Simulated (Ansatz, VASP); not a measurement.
## Two plane-wave programs on MgGe2

```
Mg Ge
1.0
     4.32232    0.00000    0.00000
     0.00000    4.32232    0.00000
     0.00000    0.00000    3.49761
Mg Ge
1 2
Direct
  0.00000 0.00000 0.50000
  0.00000 0.50000 0.00000
  0.50000 0.00000 0.00000
```

Alike in both runs: functional PBE; k mesh 4 × 4 × 6; occupations gaussian, width 0.1 eV; no spin polarisation.

Ansatz relaxed the structure, and its values are those at the end. VASP's run is a single point on that final structure, the one shown.

|  | VASP | Ansatz |
| --- | --- | --- |
| version | VASP 6.6.1 | Ansatz 0.2.0 |
| potentials or method | VASP PAW PBE potentials, release 64 (Mg, Ge_d), cutoff 520 eV | scalar-relativistic, plane waves, PAW |
| valence electrons in the cell | 30 | 38 |

```tsv
	VASP	Ansatz	Ansatz less VASP
gap on the k mesh at the Fermi level (eV)	none	none	-
pressure (GPa)	0.0	0.0	+0.05
```

A gap of «none» marks a metal or a gap that the smearing closes. With one functional, cell and mesh, what is left measures potentials, basis and numerics. VASP's potentials hold 30 valence electrons a cell and Ansatz's 38, so a difference there can come from the potentials and not from the codes.

The k mesh is coarse, so the values compare programs but aren't converged.
